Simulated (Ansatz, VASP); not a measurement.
**One calculation of ZnSi3N, two programs**

The input INCAR:

```
SYSTEM = ZnSi3N
  PREC = Accurate
  ENCUT = 600
  EDIFF = 1E-6
  ISMEAR = 0
  SIGMA = 0.1
  LREAL = .False.
  LASPH = .True.
  NELM = 60
  ALGO = Fast
  ISIF = 3
  LWAVE = .False.
  LCHARG = .False.
  GGA = PE
  IBRION = 2
  NSW = 90
  EDIFFG = -0.04
```

The input KPOINTS:

```
Automatic mesh
0
Gamma
  6 6 4
  0 0 0
```

The input POSCAR:

```
ZnSi3N
1.0
    4.2931146800      0.0000000000      0.0000000000
   -2.1465573400      3.7179463700      0.0000000000
    0.0000000000      0.0000000000      5.3942837000
Zn Si N
1 3 1
Direct
    0.6666666700      0.3333333300      0.0000000000
    0.3333333300      0.6666666700      0.5000000000
    0.3333333300      0.6666666700      0.0000000000
    0.0000000000      0.0000000000      0.5000000000
    0.6666666700      0.3333333300      0.5000000000
```

Input for Ansatz:

```yaml
crystal:
  lattice:
    - [4.29311468, 0.0, 0.0]
    - [-2.14655734, 3.71794637, 0.0]
    - [0.0, 0.0, 5.3942837]
  atoms:
    - { symbol: Zn, position: [0.66666667, 0.33333333, 0.0] }
    - { symbol: Si, position: [0.33333333, 0.66666667, 0.5] }
    - { symbol: Si, position: [0.33333333, 0.66666667, 0.0] }
    - { symbol: Si, position: [0.0, 0.0, 0.5] }
    - { symbol: "N", position: [0.66666667, 0.33333333, 0.5] }
basis:
  ecutwfc: 420
kpoints:
  mp_grid: { grid: [6, 6, 4] }
hamiltonian:
  xc: pbe
scf:
  occupations: { method: gaussian, width: 0.1 }
  lower_state_search: "off"
output:
  forces: true
  stress: true
  eigenvalues: true
relax:
  adjacent_minimum: "off"
  f_tol: 0.04
  max_steps: 70
  cell: { stress_tol: 0.4 }
```

Alike in both runs: task relaxation of cell and atoms; functional PBE; k mesh 6 × 6 × 4; occupations gaussian, width 0.1 eV; no spin polarisation.

```csv
,VASP,Ansatz
version,VASP 6.6.1,Ansatz 0.2.0
potentials or method,"VASP PAW PBE potentials, release 64 (Zn, Si, N), cutoff 600 eV","scalar-relativistic, plane waves, PAW"
valence electrons in the cell,29,29
```

```tsv
	VASP	Ansatz	Ansatz less VASP
gap on the k mesh at the Fermi level, each at its own relaxed structure (eV)	none	none	-
relaxed volume (Å³/atom)	14.86	14.89	+0.022
relaxed length of the cell vector where the two differ most in proportion (Å)	4.216	4.221	+0.0056
```

A gap of «none» marks a metal or a gap that the smearing closes.
